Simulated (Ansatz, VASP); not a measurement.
**BeTe: VASP beside Ansatz**

Contents of POSCAR:

```
BeTe
1.0
    0.0000000000      2.8000489776      2.8000489776
    2.8000489776      0.0000000000      2.8000489776
    2.8000489776      2.8000489776      0.0000000000
Be Te
1 1
Direct
    0.0000000000      0.0000000000      0.0000000000
    0.2500000000      0.2500000000      0.2500000000
```

Contents of INCAR.step1:

```
SYSTEM = BeTe
PREC = Accurate
ENCUT = 520
ISMEAR = 0
SIGMA = 0.01
LREAL = .FALSE.
LASPH = .TRUE.
NELM = 80
NBANDS = 11
GGA = PE
ALGO = Normal
EDIFF = 1E-4
LWAVE = .TRUE.
LCHARG = .FALSE.
```

INCAR.step2

```
SYSTEM = BeTe
PREC = Accurate
ENCUT = 520
EDIFF = 1E-6
ISMEAR = 0
SIGMA = 0.01
LREAL = .FALSE.
LASPH = .TRUE.
NELM = 80
ALGO = Normal
ISIF = 2
LWAVE = .FALSE.
LCHARG = .TRUE.
METAGGA = R2SCAN
LMIXTAU = .TRUE.
LELF = .TRUE.
LVHAR = .TRUE.
NBANDS = 11
ISTART = 1
```

File KPOINTS:

```
regular mesh
0
G
  6 6 6
  0 0 0
```

Input for Ansatz:

```yaml
crystal:
  lattice:
    - [0.0, 2.8000489776, 2.8000489776]
    - [2.8000489776, 0.0, 2.8000489776]
    - [2.8000489776, 2.8000489776, 0.0]
  atoms:
    - { symbol: Be, position: [0.0, 0.0, 0.0] }
    - { symbol: Te, position: [0.25, 0.25, 0.25] }
kpoints:
  mp_grid: { grid: [6, 6, 6] }
hamiltonian:
  xc: r2scan
scf:
  occupations: { method: fixed }
  n_extra_bands: 4
output:
  forces: true
  stress: true
  eigenvalues: true
```

Alike in both runs: task single point; functional r2SCAN; k mesh 6 × 6 × 6; no spin polarisation.

|  | VASP | Ansatz |
| --- | --- | --- |
| version | VASP 6.6.1 | Ansatz 0.2.0 |
| potentials or method | VASP PAW PBE potentials, release 64 (Be, Te) | plane waves, PAW |
| plane-wave cutoff (eV) | 520 | 500 |
| occupations | gaussian, width 0.01 eV | fixed |
| valence electrons in the cell | 8 | 18 |

|  | VASP | Ansatz | Ansatz less VASP |
| --- | --- | --- | --- |
| gap on the k mesh at the Fermi level (eV) | 2.29 | 2.30 | +0.008 |
| pressure (GPa) | 2.2 | 2.0 | -0.20 |

VASP's potentials were made for PBE, not for r2SCAN. VASP's potentials hold 8 valence electrons a cell and Ansatz's 18, so a difference there can come from the potentials and not from the codes.

Neither program's run includes spin-orbit coupling.
